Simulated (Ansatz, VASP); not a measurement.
## Two plane-wave programs on H11C2NO4

```
CELL_PARAMETERS angstrom
5.91548 0.00000 0.00000
0.00000 5.91548 0.00000
0.00000 0.00000 5.91548
ATOMIC_POSITIONS crystal
O 0.93231 0.23043 0.74483
O 0.66084 0.58867 0.50395
O 0.42819 0.98561 0.66369
O 0.68305 0.01991 0.25268
H 0.05631 0.16641 0.65678
H 0.85411 0.33529 0.64287
H 0.72936 0.71163 0.41632
H 0.53498 0.53753 0.40454
H 0.51700 0.05071 0.78680
H 0.49194 0.83234 0.64501
H 0.58727 0.06267 0.38265
H 0.75501 0.15863 0.20329
H 0.02231 0.89437 0.98104
H 0.03769 0.66754 0.78008
H 0.83657 0.65767 0.00484
C 0.00898 0.71106 0.95853
C 0.17423 0.59820 0.09587
N 0.30897 0.50557 0.20502
```

Alike in both runs: functional PBE; k mesh 1 × 1 × 1; occupations fermi-dirac, width 0.02 eV; no spin polarisation.

Ansatz relaxed the structure, and its values are those at the end. VASP's run is a single point on that final structure, the one shown.

|  | VASP | Ansatz |
| --- | --- | --- |
| version | VASP 6.6.1 | Ansatz 0.2.0 |
| potentials or method | VASP PAW PBE potentials, release 64 (O_h, H_h, C_h, N_h), cutoff 910 eV | scalar-relativistic, plane waves, PAW |
| valence electrons in the cell | 48 | 48 |

```csv
,VASP,Ansatz,Ansatz less VASP
rms of the force components (eV/Å),0.065,0.069,+0.0040
```

Noted on VASP's run: the cutoff is short for stress, so the pressure is rough.
